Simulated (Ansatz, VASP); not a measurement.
## Ru in VASP and in Ansatz

```
CELL_PARAMETERS angstrom
1.70503 0.00000 0.00000
0.00000 1.70503 0.00000
0.00000 0.00000 2.73561
ATOMIC_POSITIONS crystal
Ru 0.50000 0.50000 0.00000
```

Alike in both runs: task relaxation of cell and atoms; functional PBE; k mesh 10 × 10 × 6; occupations gaussian, width 0.1 eV; no spin polarisation.

|  | VASP | Ansatz |
| --- | --- | --- |
| version | VASP 6.6.1 | Ansatz 0.2.0 |
| potentials or method | VASP PAW PBE potentials, release 64 (Ru_pv), cutoff 600 eV | scalar-relativistic, plane waves, PAW |
| valence electrons in the cell | 14 | 16 |

VASP gave:

```
gap on the k mesh at the Fermi level, each at its own relaxed structure (eV) : none
relaxed volume (Å³/atom)                                                     : 15.82
relaxed cell length with the largest relative difference (Å)                 : 2.499
```

Task: Which values does Ansatz return?

Result: gap on the k mesh at the Fermi level, each at its own relaxed structure (eV): none; relaxed volume (Å³/atom): 15.88; relaxed cell length with the largest relative difference (Å): 2.504.

A gap of «none» marks a metal or a gap that the smearing closes. VASP's potentials hold 14 valence electrons a cell and Ansatz's 16, so a difference there can come from the potentials and not from the codes.

The k mesh is coarse, so the values compare programs but aren't converged. Noted on VASP's run: the volume moved by over 15 % at a fixed basis, so the end points are rough.
